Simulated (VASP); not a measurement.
A run of VASP 6.6.1:

The input INCAR:

```
ALGO     = Normal         # electronic algorithm
EDIFF    = 1E-7           # SCF threshold, eV
EDIFFG   = -0.005         # ionic threshold
ENCUT    = 600            # plane-wave cutoff, eV
GGA      = PE             # functional
IBRION   = 2              # ionic algorithm
ISIF     = 3              # what is computed and relaxed
ISMEAR   = 0              # smearing method
IVDW     = 12             # dispersion correction
LASPH    = True           # aspherical terms in the spheres
LCHARG   = False          # write CHGCAR
LREAL    = False          # projectors in reciprocal space
LWAVE    = False          # write WAVECAR
NELM     = 80             # most SCF steps
NSW      = 100            # ionic steps
PREC     = Accurate       # precision mode
SIGMA    = 0.02           # smearing width, eV
```

File KPOINTS:

```
k-points
0
Gamma
  12 12 6
```

The input POSCAR:

```
ZnO
1.0
    3.2493987239      0.0000000000      0.0000000000
   -1.6246993619      2.8140618419      0.0000000000
    0.0000000000      0.0000000000      5.2038000000
Zn O
2 2
Direct
    0.3333333333      0.6666666667      0.0000000000
    0.6666666667      0.3333333333      0.5000000000
    0.3333333333      0.6666666667      0.3821000000
    0.6666666667      0.3333333333      0.8821000000
```

Potentials or basis: VASP PAW PBE potentials, release 64 (Zn, O).

The run is started by

```bash
$ cat potpaw_PBE.64/Zn/POTCAR potpaw_PBE.64/O/POTCAR > POTCAR
$ mpirun -np 1 vasp_std > vasp.out
```

Hardware: 1 thread of Intel(R) Xeon(R) Platinum 8175M CPU @ 2.50GHz (Skylake/Cascade Lake), on a shared host.

Problem. How long does it take, and how much memory?

Solution. Wall time 10 min on 1 thread of Intel(R) Xeon(R) Platinum 8175M CPU @ 2.50GHz (Skylake/Cascade Lake), on a shared host, peak memory 0.24 GiB. Counts: scf iterations 78, k points 76, ion steps 10.
